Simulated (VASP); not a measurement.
# Ga2HCl3 (P2_1/c) in VASP: electric field gradients with PBE

Aim: the electric field gradients of Ga2HCl3 with PBE.

The COD entry that gives the cell may itself be a prediction, so a difference from it is no test against experiment.

Everything below comes from runs of VASP 6.6.1. Logs are shortened: lines on timing, memory, paths and dates and some standing lists are left out, and cuts for length are marked.

### Step 1. The cell of the first run

It takes space group P2_1/c (No. 14, monoclinic). The conventional cell has a = 5.730 Å, b = 6.787 Å, c = 14.848 Å, α = 90.00°, β = 104.57°, γ = 90.00°. Ga (site symmetry 1) has 1 H at 1.55 Å within 2.1 Å. Ga (site symmetry 1) has 1 H at 2.55 Å and 6 Cl at 2.96 to 3.37 Å within 3.4 Å. Within 2.1 Å of H (site symmetry 1) lie 1 Ga at 1.55 Å. Cl (site symmetry 1) has 1 Ga at 2.22 Å within 2.9 Å. Within 3.0 Å of Cl (site symmetry 1) lie 1 Ga at 2.25 Å and 1 H at 2.98 Å. Cl (site symmetry 1) has 2 Ga at 2.25 to 2.96 Å within 3.0 Å.

### Step 2. Electric field gradients, PBE

File INCAR:

```
PREC = Accurate
ENCUT = 520
EDIFF = 1E-8
ISMEAR = 0
SIGMA = 0.01
LREAL = Auto
LASPH = T
NELM = 100
ALGO = Normal
ISIF = 2
LWAVE = F
LCHARG = F
GGA = PE
LEFG = T
NBANDS = 114
```

File KPOINTS:

```
Automatic mesh
0
Gamma
  4 3 2
```

File POSCAR:

```
Ga2HCl3
1.0
    5.7300000000      0.0000000000      0.0000000000
    0.0000000000      6.7870000000      0.0000000000
   -3.7354546645      0.0000000000     14.3702419223
Ga H Cl
8 4 12
Direct
    0.9262441710      0.7667571691      0.9205967918
    0.0737558290      0.2667571691      0.5794032082
    0.0737558290      0.2332428309      0.0794032082
    0.9262441710      0.7332428309      0.4205967918
    0.6487494460      0.6848620858      0.6464394900
    0.3512505540      0.1848620858      0.8535605100
    0.3512505540      0.3151379142      0.3535605100
    0.6487494460      0.8151379142      0.1464394900
    0.8588800990      0.7958361455      1.0143522576
    0.1411199010      0.2958361455      0.4856477424
    0.1411199010      0.2041638545     -0.0143522576
    0.8588800990      0.7041638545      0.5143522576
    0.8097797338      0.4889468647      0.8434660048
    0.1902202662      0.9889468647      0.6565339952
    0.1902202662      0.5110531353      0.1565339952
    0.8097797338      0.0110531353      0.3434660048
    0.3265854143      0.7795458495      0.9355206344
    0.6734145857      0.2795458495      0.5644793656
    0.6734145857      0.2204541505      0.0644793656
    0.3265854143      0.7204541505      0.4355206344
    0.7812140586     -0.0010618945      0.8127947129
    0.2187859414      0.4989381055      0.6872052871
    0.2187859414      1.0010618945      0.1872052871
    0.7812140586      0.5010618945      0.3127947129
```

Potentials or basis: VASP PAW PBE potentials, release 64 (Ga_d, H, Cl).

The run is started by

```bash
$ cat potpaw_PBE.64/Ga_d/POTCAR potpaw_PBE.64/H/POTCAR potpaw_PBE.64/Cl/POTCAR > POTCAR
$ mpirun -np 1 vasp_std > vasp.out
```

OUTCAR:

```text
PREC = Accurate
   ENCUT = 520
   EDIFF = 1E-8
   ISMEAR = 0
   LREAL = Auto
   LASPH = T
   NELM = 100
   ISIF = 2
   GGA = PE

 ion  position               nearest neighbor table
   1  0.926  0.767  0.921-   9 1.55  13 2.22  17 2.25  21 2.25
   2  0.074  0.267  0.579-  10 1.55  14 2.22  18 2.25  22 2.25
   3  0.074  0.233  0.079-  11 1.55  15 2.22  19 2.25  23 2.25
   4  0.926  0.733  0.421-  12 1.55  16 2.22  20 2.25  24 2.25
   5  0.649  0.685  0.646-
   6  0.351  0.185  0.854-
   7  0.351  0.315  0.354-
   8  0.649  0.815  0.146-
   9  0.859  0.796  0.014-   1 1.55
  10  0.141  0.296  0.486-   2 1.55
  11  0.141  0.204  0.986-   3 1.55
  12  0.859  0.704  0.514-   4 1.55
  13  0.810  0.489  0.843-   1 2.22
  14  0.190  0.989  0.657-   2 2.22
[... 8 lines left out ...]
  23  0.219  0.001  0.187-   3 2.25
  24  0.781  0.501  0.313-   4 2.25

  LATTYP: Found a simple monoclinic cell.
 ALAT       =     5.7300000000
 B/A-ratio  =     1.1844677138
 C/A-ratio  =     2.5319371728
 COS(beta)  =    -0.1374790002

  Lattice vectors:

 A1 = (   5.7300000000,   0.0000000000,   0.0000000000)
 A2 = (   0.0000000000,  -6.7870000000,   0.0000000000)
 A3 = (  -1.9945453355,   0.0000000000, -14.3702419223)

Analysis of symmetry for initial positions (statically):
=====================================================================
 Subroutine PRICEL returns:
 Original cell was already a primitive cell.

 Routine SETGRP: Setting up the symmetry group for a
 simple monoclinic supercell.

 Subroutine GETGRP returns: Found  4 space group operations
 (whereof  2 operations were pure point group operations)
 out of a pool of  4 trial point group operations.

The static configuration has the point symmetry S_2 .
 The point group associated with its full space group is C_2h.

Analysis of symmetry for dynamics (positions and initial velocities):
=====================================================================
 Subroutine PRICEL returns:
 Original cell was already a primitive cell.

 Routine SETGRP: Setting up the symmetry group for a
 simple monoclinic supercell.

 Subroutine GETGRP returns: Found  4 space group operations
 (whereof  2 operations were pure point group operations)
 out of a pool of  4 trial point group operations.

The dynamic configuration has the point symmetry S_2 .
 The point group associated with its full space group is C_2h.

 Subroutine INISYM returns: Found  4 space group operations
 (whereof  2 operations are pure point group operations),
 and found     1 'primitive' translations

----------------------------------------------------------------------------------------

                                     Primitive cell

  volume of cell :     558.8517

  direct lattice vectors                    reciprocal lattice vectors
     5.730000000  0.000000000  0.000000000     0.174520070  0.000000000  0.045365402
     0.000000000  6.787000000  0.000000000     0.000000000  0.147340504  0.000000000
    -3.735454665  0.000000000 14.370241922     0.000000000  0.000000000  0.069588251

  length of vectors
     5.730000000  6.787000000 14.847810426     0.180319923  0.147340504  0.069588251

  position of ions in fractional coordinates (direct lattice)
     0.926244171  0.766757169  0.920596792
     0.073755829  0.266757169  0.579403208
     0.073755829  0.233242831  0.079403208
     0.926244171  0.733242831  0.420596792
     0.648749446  0.684862086  0.646439490
     0.351250554  0.184862086  0.853560510
[... 16 lines left out ...]
     0.218785941  0.001061894  0.187205287
     0.781214059  0.501061894  0.312794713

  ion indices of the primitive-cell ions
   primitive index   ion index
                 1           1
                 2           2
                 3           3
                 4           4
                 5           5
                 6           6
[... 80 lines left out ...]
   NSW    =      0    number of steps for IOM
   IBRION =     -1    ionic relax: 0-MD 1-quasi-New 2-CG
   NFREE  =      0    steps in history (QN), initial steepest desc. (CG)
   ISIF   =      2    stress and relaxation
   ISYM   =      2    0-nonsym 1-usesym 2-fastsym
   POTIM  = 0.5000    time-step for ionic-motion
   TEBEG  =    0.0;   TEEND  =   0.0 temperature during run
   PSTRESS=    0.0 pullay stress
   NELECT =     192.0000    total number of electrons
   NUPDOWN=      -1.0000    fix difference up-down
   EMIN   =  10.00;   EMAX   =-10.00  energy-range for DOS
   EFERMI =   0.00;   METHOD = LEGACY
   ISMEAR =     0;   SIGMA  =   0.01  broadening in eV -4-tet -1-fermi 0-gaus
   EFERMI_NEDOS =   21; number of points for ismear=-14 and -15
   IALGO  =     38    algorithm
   IMIX   =      4    mixing-type and parameters
     AMIX     =   0.40;   BMIX     =  1.00
     AMIX_MAG =   1.60;   BMIX_MAG =  1.00
  volume/ion in A,a.u.               =      23.29       157.14
  Fermi-wavevector in a.u.,A,eV,Ry     =   1.146594  2.166749 17.887282  1.314678
  Thomas-Fermi vector in A             =   2.283278
   LORBIT       =      0    0 simple, 1 ext, 2 COOP (PROOUT), +10 PAW based schemes
   GGA     = PE    functional components
   LHFCALC =     F    Hartree Fock is set to
   AEXX    =    0.0000 exact exchange contribution
   IVDW    =     0    specifies the selected vdW correction
   LEPSILON=     F    determine dielectric tensor
   LRPA    =     F    only Hartree local field effects (RPA)
 non-spin polarized calculation
 Gauss-broadening in eV      SIGMA  =   0.01
  energy-cutoff  :      520.00
  volume of cell :      558.85
 maximum number of plane-waves:     15115
 NGX is ok and might be reduce to    48
   NGX = 21   NGY = 25   NGZ = 55

 number of electron     191.9999967 magnetization

 Free energy of the ion-electron system (eV)
  ---------------------------------------------------
  ext. energy  EPLUGINS =         0.00000000
  ---------------------------------------------------
  free energy    TOTEN  =       -76.47336077 eV

  energy without entropy =      -76.47336077  energy(sigma->0) =      -76.47336077

 E-fermi :   0.3725     XC(G=0):  -8.3482

 val. band max:        0.2796019497   @ k =   0.5000   0.0000   0.0000
 cond. band min:       3.8180407844   @ k =   0.2500   0.0000   0.5000
 fundamental gap:      3.5384388347
 Fermi energy:         0.3724838083

 k-point     1 :       0.0000    0.0000    0.0000
  band No.  band energies     occupation
      1     -14.1657      2.00000
      2     -14.1187      2.00000
      3     -14.0412      2.00000
      4     -14.0380      2.00000
      5     -14.0225      2.00000
      6     -14.0106      2.00000
[... 1321 lines left out ...]
    107       5.5354      0.00000
    108       5.5354      0.00000
 [bands above 108 left out]

------------------------ aborting loop because EDIFF is reached ----------------------------------------

  FORCE on cell =-STRESS in cart. coord.  units (eV):
  Direction    XX          YY          ZZ          XY          YZ          ZX
  --------------------------------------------------------------------------------------
  -------------------------------------------------------------------------------------
  Total        4.3477472      5.6324837      2.7746227      0.0000000      0.0000000      0.4538997
  in kB       12.4645990     16.1478227      7.9545930      0.0000000      0.0000000      1.3012896
  external PRESSURE =      12.1890049 kB  Pullay stress =       0.0000000 kB

 VOLUME and BASIS-vectors are now :
 -----------------------------------------------------------------------------
  energy-cutoff  :      520.00
  volume of cell :      558.85
      direct lattice vectors                 reciprocal lattice vectors
     5.730000000  0.000000000  0.000000000     0.174520070  0.000000000  0.045365402
     0.000000000  6.787000000  0.000000000     0.000000000  0.147340504  0.000000000
    -3.735454665  0.000000000 14.370241922     0.000000000  0.000000000  0.069588251

 POSITION                                       TOTAL-FORCE (eV/Angst)
 -----------------------------------------------------------------------------------
      1.86853      5.20398     13.22920        -0.005455     -0.006339      0.031275
     -1.74171      1.81048      8.32616         0.005455     -0.006339     -0.031275
      0.12601      1.58302      1.14104         0.005455      0.006339     -0.031275
      3.73626      4.97652      6.04408        -0.005455      0.006339      0.031275
      1.30259      4.64816      9.28949         0.008718      0.001427     -0.001058
     -1.17577      1.25466     12.26587        -0.008718      0.001427      0.001058
[... 16 lines left out ...]
      0.55435      0.00721      2.69019         0.007460     -0.005520      0.001844
      3.30793      3.40071      4.49494        -0.007460     -0.005520     -0.001844
 -----------------------------------------------------------------------------------
    total drift:                                0.000000      0.000000     -0.000000

  FREE ENERGIE OF THE ION-ELECTRON SYSTEM (eV)
  ---------------------------------------------------
  free  energy   TOTEN  =       -76.4733607721 eV

  energy  without entropy=      -76.4733607721  energy(sigma->0) =      -76.47336077

 Electric field gradients (V/A^2)
---------------------------------------------------------------------
 ion       V_xx      V_yy      V_zz      V_xy      V_xz      V_yz
---------------------------------------------------------------------
   1      24.992    53.464   -78.456     7.745    73.509   -30.970
   2      24.992    53.464   -78.456    -7.745    73.509    30.970
   3      24.992    53.464   -78.456     7.745    73.509   -30.970
   4      24.992    53.464   -78.456    -7.745    73.509    30.970
   5       1.159     0.617    -1.776    -5.179     5.026    -3.744
   6       1.159     0.617    -1.776     5.179     5.026     3.744
[... 16 lines left out ...]
  23     -43.993    22.420    21.573   -41.336    23.380   -93.547
  24     -43.993    22.420    21.573    41.336    23.380    93.547
---------------------------------------------------------------------

 Electric field gradients after diagonalization (V/A^2)
 (convention: |V_zz| > |V_xx| > |V_yy|)
----------------------------------------------------------------------
 ion       V_xx      V_yy      V_zz     asymmetry (V_yy - V_xx)/ V_zz
----------------------------------------------------------------------
   1      68.637    53.480  -122.117       0.124
   2      68.637    53.480  -122.117       0.124
   3      68.637    53.480  -122.117       0.124
   4      68.637    53.480  -122.117       0.124
   5      -5.550    -3.966     9.516       0.166
   6      -5.550    -3.966     9.516       0.166
[... 16 lines left out ...]
  23     -78.302   -49.504   127.806       0.225
  24     -78.302   -49.504   127.806       0.225
----------------------------------------------------------------------

           NMR quadrupolar parameters

 Cq : quadrupolar parameter    Cq=e*Q*V_zz/h
 eta: asymmetry parameters     (V_yy - V_xx)/ V_zz
 Q  : nuclear electric quadrupole moment in mb (millibarn)
----------------------------------------------------------------------
 ion       Cq(MHz)       eta       Q (mb)
----------------------------------------------------------------------
   1      -0.295       0.124       1.000
   2      -0.295       0.124       1.000
   3      -0.295       0.124       1.000
   4      -0.295       0.124       1.000
   5       0.023       0.166       1.000
   6       0.023       0.166       1.000
[... 16 lines left out ...]
  23       0.309       0.225       1.000
  24       0.309       0.225       1.000
----------------------------------------------------------------------
```

It took 25 min on 1 thread of AMD EPYC 7R43 (Zen 3), shared host; peak memory 0.81 GiB.

Results:

| Property | Result |
| --- | --- |
| Free energy | -76.4734 eV |
| Pressure | 1.2 GPa |
| Largest force | 0.032 eV/Å |
| Band gap on the k mesh | 3.54 eV, indirect (least direct gap 3.59 eV) |

Forces on the atoms (eV/Å):
```
Ga  -0.005 -0.006  0.031
Ga   0.005 -0.006 -0.031
Ga   0.005  0.006 -0.031
Ga  -0.005  0.006  0.031
Ga   0.009  0.001 -0.001
Ga  -0.009  0.001  0.001
Ga  -0.009 -0.001  0.001
Ga   0.009 -0.001 -0.001
H    0.005  0.001 -0.019
H   -0.005  0.001  0.019
H   -0.005 -0.001  0.019
H    0.005 -0.001 -0.019
Cl  -0.011  0.001 -0.007
Cl   0.011  0.001  0.007
Cl   0.011 -0.001  0.007
Cl  -0.011 -0.001 -0.007
Cl   0.012 -0.005 -0.008
Cl  -0.012 -0.005  0.008
Cl  -0.012  0.005  0.008
Cl   0.012  0.005 -0.008
Cl  -0.007  0.006 -0.002
Cl   0.007  0.006  0.002
Cl   0.007 -0.006  0.002
Cl  -0.007 -0.006 -0.002
```

Stress tensor (GPa, compression positive):
```
1.25 0.00 0.13
0.00 1.61 0.00
0.13 0.00 0.80
```

Electric field gradients, principal values (V/Å²):
```
 atom    least   middle  greatest (by size)
 1 Ga   53.480   68.637            -122.117
 2 Ga   53.480   68.637            -122.117
 3 Ga   53.480   68.637            -122.117
 4 Ga   53.480   68.637            -122.117
 5 Ga   -3.966   -5.550               9.516
 6 Ga   -3.966   -5.550               9.516
 7 Ga   -3.966   -5.550               9.516
 8 Ga   -3.966   -5.550               9.516
  9 H   -5.594   -5.838              11.432
 10 H   -5.594   -5.838              11.432
 11 H   -5.594   -5.838              11.432
 12 H   -5.594   -5.838              11.432
13 Cl  -59.792  -89.900             149.692
14 Cl  -59.792  -89.900             149.692
15 Cl  -59.792  -89.900             149.692
16 Cl  -59.792  -89.900             149.692
17 Cl  -49.641  -86.016             135.657
18 Cl  -49.641  -86.016             135.657
19 Cl  -49.641  -86.016             135.657
20 Cl  -49.641  -86.016             135.657
21 Cl  -49.504  -78.302             127.806
22 Cl  -49.504  -78.302             127.806
23 Cl  -49.504  -78.302             127.806
24 Cl  -49.504  -78.302             127.806
```

Caveat: without QUAD_EFG the Cq values of the log hold for a quadrupole moment of 1 mb, not for the nuclei. A k mesh can miss the band edges.
